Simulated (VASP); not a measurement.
# Bi2Se3 (R-3m) in VASP: notebook

Bi2Se3 is run at these levels: PBE; tasks: single point.

Program: VASP 6.6.1. These are calculated values, not measurements. Logs are shortened: lines on timing, memory, paths and dates and some standing lists are left out, and cuts for length are marked.

## Step 1: The cell of the first run

The structure is trigonal, space group R-3m (No. 166). Conventional cell: a = 4.142 Å, b = 4.142 Å, c = 29.260 Å, α = 90.00°, β = 90.00°, γ = 120.00°. Within 3.8 Å of Bi (site symmetry 3m) lie 6 Se at 2.85 to 3.07 Å. Within 4.3 Å of Se (site symmetry -3m) lie 6 Bi at 3.07 Å and 12 Se at 4.14 to 4.23 Å. Se (site symmetry 3m) has 3 Bi at 2.85 Å and 3 Se at 3.66 Å within 3.8 Å.

## Step 2: Single point, PBE

File INCAR:

```
SYSTEM = Bi2Se3
  PREC = Accurate
  ENCUT = 520
  EDIFF = 1E-7
  ISMEAR = -1
  SIGMA = 0.02
  LREAL = .False.
  LASPH = .True.
  NELM = 100
  ALGO = Normal
  ISIF = 2
  LWAVE = .False.
  LCHARG = .False.
  GGA = PE
  NBANDS = 32
```

File KPOINTS:

```
Automatic mesh
0
Gamma
  8 8 8
  0 0 0
```

File POSCAR:

```
Bi2Se3
1.0
    2.0711634272      1.1957867622      9.7534112787
   -2.0711634272      1.1957867622      9.7534112787
    0.0000000000     -2.3915735244      9.7534112787
Bi Se
2 3
Direct
    0.3993469735      0.3993469735      0.3993469735
    0.6006530265      0.6006530265      0.6006530265
    0.0000000000      0.0000000000      0.0000000000
    0.2141084322      0.2141084322      0.2141084322
    0.7858915678      0.7858915678      0.7858915678
```

Potentials or basis: VASP PAW PBE potentials, release 64 (Bi_d, Se).

Launch:

```sh
cat potpaw_PBE.64/Bi_d/POTCAR potpaw_PBE.64/Se/POTCAR > POTCAR
mpirun -np 1 vasp_std > vasp.out
```

OUTCAR:

```text
SYSTEM = Bi2Se3
   PREC = Accurate
   ENCUT = 520
   EDIFF = 1E-7
   ISMEAR = -1
   LREAL = .False.
   LASPH = .True.
   NELM = 100
   ISIF = 2
   GGA = PE

 ion  position               nearest neighbor table
   1  0.399  0.399  0.399-   5 2.85   5 2.85   5 2.85   3 3.07   3 3.07   3 3.07
   2  0.601  0.601  0.601-   4 2.85   4 2.85   4 2.85   3 3.07   3 3.07   3 3.07
   3  0.000  0.000  0.000-   2 3.07   1 3.07   2 3.07   2 3.07   1 3.07   1 3.07
   4  0.214  0.214  0.214-   2 2.85   2 2.85   2 2.85
   5  0.786  0.786  0.786-   1 2.85   1 2.85   1 2.85

  LATTYP: Found a trigonal (rhomboedric) cell.
 ALAT       =    10.0423431277
 COS(alpha) =     0.9149276126

  Lattice vectors:

 A1 = (   2.0711634272,   1.1957867622,   9.7534112787)
 A2 = (  -2.0711634272,   1.1957867622,   9.7534112787)
 A3 = (   0.0000000000,  -2.3915735244,   9.7534112787)

Analysis of symmetry for initial positions (statically):
=====================================================================
 Subroutine PRICEL returns:
 Original cell was already a primitive cell.

 Routine SETGRP: Setting up the symmetry group for a
 trigonal (rhombohedral) supercell.

 Subroutine GETGRP returns: Found 12 space group operations
 (whereof 12 operations were pure point group operations)
 out of a pool of 12 trial point group operations.

The static configuration has the point symmetry D_3d.

Analysis of symmetry for dynamics (positions and initial velocities):
=====================================================================
 Subroutine PRICEL returns:
 Original cell was already a primitive cell.

 Routine SETGRP: Setting up the symmetry group for a
 trigonal (rhombohedral) supercell.

 Subroutine GETGRP returns: Found 12 space group operations
 (whereof 12 operations were pure point group operations)
 out of a pool of 12 trial point group operations.

The dynamic configuration has the point symmetry D_3d.

 Subroutine INISYM returns: Found 12 space group operations
 (whereof 12 operations are pure point group operations),
 and found     1 'primitive' translations

----------------------------------------------------------------------------------------

                                     Primitive cell

  volume of cell :     144.9359

  direct lattice vectors                    reciprocal lattice vectors
     2.071163427  1.195786762  9.753411279     0.241410211  0.139378250  0.034176077
    -2.071163427  1.195786762  9.753411279    -0.241410211  0.139378250  0.034176077
     0.000000000 -2.391573524  9.753411279     0.000000000 -0.278756501  0.034176077

  length of vectors
    10.042343128 10.042343128 10.042343128     0.280843713  0.280843713  0.280843713

  position of ions in fractional coordinates (direct lattice)
     0.399346974  0.399346974  0.399346974
     0.600653026  0.600653026  0.600653026
     0.000000000  0.000000000  0.000000000
     0.214108432  0.214108432  0.214108432
     0.785891568  0.785891568  0.785891568

  ion indices of the primitive-cell ions
   primitive index   ion index
                 1           1
                 2           2
                 3           3
                 4           4
                 5           5

----------------------------------------------------------------------------------------

 KPOINTS: Automatic mesh

Automatic generation of k-mesh.
 Grid dimensions read from file:
 generate k-points for:    8    8    8

 Generating k-lattice:

  Cartesian coordinates                     Fractional coordinates (reciprocal lattice)
     0.030176276  0.017422281  0.004272010     0.125000000 -0.000000000  0.000000000
    -0.030176276  0.017422281  0.004272010    -0.000000000  0.125000000  0.000000000
     0.000000000 -0.034844563  0.004272010     0.000000000  0.000000000  0.125000000

  Length of vectors
     0.035105464  0.035105464  0.035105464

  Shift w.r.t. Gamma in fractional coordinates (k-lattice)
     0.000000000  0.000000000  0.000000000

 Subroutine IBZKPT returns following result:
 ===========================================

 Found     65 irreducible k-points:

 Following reciprocal coordinates:
            Coordinates               Weight
  0.000000  0.000000  0.000000      1.000000
  0.125000 -0.000000  0.000000      6.000000
  0.250000 -0.000000  0.000000      6.000000
  0.375000 -0.000000  0.000000      6.000000
  0.500000 -0.000000  0.000000      3.000000
  0.125000  0.125000  0.000000      6.000000
[... 16 lines left out ...]
  0.250000  0.125000  0.125000      6.000000
  0.375000  0.125000  0.125000      6.000000
 [... further k-points ...]
   k-points           NKPTS =     65   k-points in BZ     NKDIM =     65   number of bands    NBANDS=     32
   number of dos      NEDOS =    301   number of ions     NIONS =      5
   total plane-waves  NPLWV = 512000
   dimension x,y,z NGX =    80 NGY =   80 NGZ =   80
   dimension x,y,z NGXF=   160 NGYF=  160 NGZF=  160
   ions per type =               2   3
   NGX,Y,Z   is equivalent  to a cutoff of  13.24, 13.24, 13.24 a.u.
   NGXF,Y,Z  is equivalent  to a cutoff of  26.49, 26.49, 26.49 a.u.
 SYSTEM =  Bi2Se3
   PREC   = accura    normal or accurate (medium, high low for compatibility)
   ISTART =      0    job   : 0-new  1-cont  2-samecut
   ICHARG =      2    charge: 1-file 2-atom 10-const
   ISPIN  =      1    spin polarized calculation?
   LNONCOLLINEAR =      F non collinear calculations
   LSORBIT =      F    spin-orbit coupling
   LASPH  =      T    aspherical Exc in radial PAW
   ENCUT  =  520.0 eV  38.22 Ry    6.18 a.u.  18.67 18.67 18.67*2*pi/ulx,y,z
   NELM   =    100;   NELMIN=  2; NELMDL= -5     # of ELM steps
   EDIFF  = 0.1E-06   stopping-criterion for ELM
   LREAL  =      F    real-space projection
   EDIFFG = 0.1E-05   stopping-criterion for IOM
   NSW    =      0    number of steps for IOM
   IBRION =     -1    ionic relax: 0-MD 1-quasi-New 2-CG
   NFREE  =      0    steps in history (QN), initial steepest desc. (CG)
   ISIF   =      2    stress and relaxation
   ISYM   =      2    0-nonsym 1-usesym 2-fastsym
   POTIM  = 0.5000    time-step for ionic-motion
   TEBEG  =    0.0;   TEEND  =   0.0 temperature during run
   PSTRESS=    0.0 pullay stress
   NELECT =      48.0000    total number of electrons
   NUPDOWN=      -1.0000    fix difference up-down
   EMIN   =  10.00;   EMAX   =-10.00  energy-range for DOS
   EFERMI =   0.00;   METHOD = LEGACY
   ISMEAR =    -1;   SIGMA  =   0.02  broadening in eV -4-tet -1-fermi 0-gaus
   EFERMI_NEDOS =   21; number of points for ismear=-14 and -15
   IALGO  =     38    algorithm
   IMIX   =      4    mixing-type and parameters
     AMIX     =   0.40;   BMIX     =  1.00
     AMIX_MAG =   1.60;   BMIX_MAG =  1.00
  volume/ion in A,a.u.               =      28.99       195.62
  Fermi-wavevector in a.u.,A,eV,Ry     =   1.132652  2.140402 17.454931  1.282901
  Thomas-Fermi vector in A             =   2.269354
   LORBIT       =      0    0 simple, 1 ext, 2 COOP (PROOUT), +10 PAW based schemes
   GGA     = PE    functional components
   LHFCALC =     F    Hartree Fock is set to
   AEXX    =    0.0000 exact exchange contribution
   IVDW    =     0    specifies the selected vdW correction
   LEPSILON=     F    determine dielectric tensor
   LRPA    =     F    only Hartree local field effects (RPA)
 non-spin polarized calculation
  energy-cutoff  :      520.00
  volume of cell :      144.94
 maximum number of plane-waves:      3940
 NGX is ok and might be reduce to    80
   NGX = 37   NGY = 37   NGZ = 37

 number of electron      48.0000003 magnetization

 Free energy of the ion-electron system (eV)
  ---------------------------------------------------
  ext. energy  EPLUGINS =         0.00000000
  ---------------------------------------------------
  free energy    TOTEN  =       -20.18579536 eV

  energy without entropy =      -20.18579505  energy(sigma->0) =      -20.18579521

 E-fermi :   4.8044     XC(G=0):  -9.3750

 val. band max:        4.6337956770   @ k =   0.0000   0.0000   0.0000
 cond. band min:       4.9752618933   @ k =   0.0000   0.0000   0.0000
 fundamental gap:      0.3414662163
 Fermi energy:         4.8043612786

 k-point     1 :       0.0000    0.0000    0.0000
  band No.  band energies     occupation
      1     -18.3920      2.00000
      2     -18.3920      2.00000
      3     -18.3902      2.00000
      4     -18.3902      2.00000
      5     -18.3841      2.00000
      6     -18.3817      2.00000
[... 24 lines left out ...]
     31      10.5950      0.00000
     32      11.6782      0.00000

 k-point     2 :       0.1250   -0.0000    0.0000
  band No.  band energies     occupation
      1     -18.3941      2.00000
      2     -18.3920      2.00000
      3     -18.3883      2.00000
      4     -18.3866      2.00000
      5     -18.3819      2.00000
      6     -18.3794      2.00000
[... 24 lines left out ...]
     31      10.2789      0.00000
     32      10.8557      0.00000

 k-point     3 :       0.2500   -0.0000    0.0000
  band No.  band energies     occupation
      1     -18.4005      2.00000
      2     -18.3974      2.00000
      3     -18.3813      2.00000
      4     -18.3809      2.00000
      5     -18.3790      2.00000
      6     -18.3769      2.00000
[... 24 lines left out ...]
     31       9.3778      0.00000
     32      11.0187      0.00000

 k-point     4 :       0.3750   -0.0000    0.0000
  band No.  band energies     occupation
      1     -18.4081      2.00000
      2     -18.4036      2.00000
      3     -18.3853      2.00000
      4     -18.3805      2.00000
      5     -18.3793      2.00000
      6     -18.3754      2.00000
[... 654 lines left out ...]
     31      10.5989      0.00000
     32      11.5298      0.00000

 k-point    23 :       0.2500    0.1250    0.1250
  band No.  band energies     occupation
      1     -18.3941      2.00000
      2     -18.3920      2.00000
      3     -18.3883      2.00000
      4     -18.3866      2.00000
      5     -18.3818      2.00000
      6     -18.3795      2.00000
[... 24 lines left out ...]
     31      10.2421      0.00000
     32      11.0077      0.00000

 k-point    24 :       0.3750    0.1250    0.1250
  band No.  band energies     occupation
      1     -18.4005      2.00000
      2     -18.3974      2.00000
      3     -18.3813      2.00000
      4     -18.3809      2.00000
      5     -18.3790      2.00000
      6     -18.3769      2.00000
[... 24 lines left out ...]
     31       9.4274      0.00000
     32      11.1038      0.00000

 [... further k-points ...]

------------------------ aborting loop because EDIFF is reached ----------------------------------------

  FORCE on cell =-STRESS in cart. coord.  units (eV):
  Direction    XX          YY          ZZ          XY          YZ          ZX
  --------------------------------------------------------------------------------------
  -------------------------------------------------------------------------------------
  Total        1.9882104      1.9882104      1.8643139     -0.0000000      0.0000000      0.0000000
  in kB       21.9784486     21.9784486     20.6088484     -0.0000000      0.0000000      0.0000000
  external PRESSURE =      21.5219152 kB  Pullay stress =       0.0000000 kB

 VOLUME and BASIS-vectors are now :
 -----------------------------------------------------------------------------
  energy-cutoff  :      520.00
  volume of cell :      144.94
      direct lattice vectors                 reciprocal lattice vectors
     2.071163427  1.195786762  9.753411279     0.241410211  0.139378250  0.034176077
    -2.071163427  1.195786762  9.753411279    -0.241410211  0.139378250  0.034176077
     0.000000000 -2.391573524  9.753411279     0.000000000 -0.278756501  0.034176077

 POSITION                                       TOTAL-FORCE (eV/Angst)
 -----------------------------------------------------------------------------------
      0.00000      0.00000     11.68499         0.000000      0.000000     -0.096355
      0.00000      0.00000     17.57525         0.000000     -0.000000      0.096355
      0.00000      0.00000      0.00000         0.000000     -0.000000      0.000000
      0.00000      0.00000      6.26486         0.000000      0.000000     -0.180479
      0.00000      0.00000     22.99537         0.000000     -0.000000      0.180479
 -----------------------------------------------------------------------------------
    total drift:                               -0.000000     -0.000000      0.000000

  FREE ENERGIE OF THE ION-ELECTRON SYSTEM (eV)
  ---------------------------------------------------
  free  energy   TOTEN  =       -20.1857953632 eV

  energy  without entropy=      -20.1857950498  energy(sigma->0) =      -20.18579521
```

It took 37 min on 1 thread of Intel Xeon Platinum 8259CL at 2.50GHz (Skylake/Cascade Lake), shared host; peak memory 1 GiB.

Results:

```
Free energy            : -20.1858 eV
Pressure               : 2.2 GPa
Largest force          : 0.180 eV/Å
Band gap on the k mesh : 0.34 eV
```

Forces in eV/Å, atoms in the order of the input:
```
Bi   0.000  0.000 -0.096
Bi   0.000  0.000  0.096
Se   0.000  0.000  0.000
Se   0.000  0.000 -0.180
Se   0.000  0.000  0.180
```

Caveat: spin-orbit coupling is left out, which moves the levels of the heavy elements. A k mesh can miss the band edges.

[end of part 1 of 2]
